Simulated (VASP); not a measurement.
Ta2N, 3 atoms in the cell. The structure is trigonal, space group P-3m1 (No. 164). The conventional cell has a = 3.133 Å, b = 3.133 Å, c = 4.902 Å, α = 90.00°, β = 90.00°, γ = 120.00°. Ta (site symmetry 3m) has 3 N at 2.20 Å within 2.9 Å. Within 2.9 Å of N (site symmetry -3m) lie 6 Ta at 2.20 Å. 

```yaml
Program: VASP 6.6.1
Task: single point
Functional: r2SCAN
Potentials_or_basis: VASP PAW PBE potentials, release 64 (Ta_sv_GW, N)
Cutoff: 660 eV
k_mesh: 10 × 10 × 6
Occupations: fermi-dirac, width 0.05 eV
Spin: no spin polarisation
Dipole_correction: no
Second_run: valence_matched
Further_INCAR_settings: ALGO = Normal; EDIFF = 1e-06; NBANDS = 22
```

Potentials or basis: VASP PAW PBE potentials, release 64 (Ta_sv_GW, N).

The run is started by

```bash
$ cat potpaw_PBE.64/Ta_sv_GW/POTCAR potpaw_PBE.64/N/POTCAR > POTCAR
$ cp INCAR.step1 INCAR
$ mpirun -np 1 vasp_std > vasp.out
$ cp INCAR.step2 INCAR
$ mpirun -np 1 vasp_std > vasp.out
```

Hardware: 1 thread of Intel(R) Xeon(R) Platinum 8259CL CPU @ 2.50GHz (Skylake/Cascade Lake), on a shared host.

Question: Estimate the wall time of this run.

Answer: Wall time 7.6 min on 1 thread of Intel(R) Xeon(R) Platinum 8259CL CPU @ 2.50GHz (Skylake/Cascade Lake), on a shared host, peak memory 0.25 GiB. Counts: k points 72.
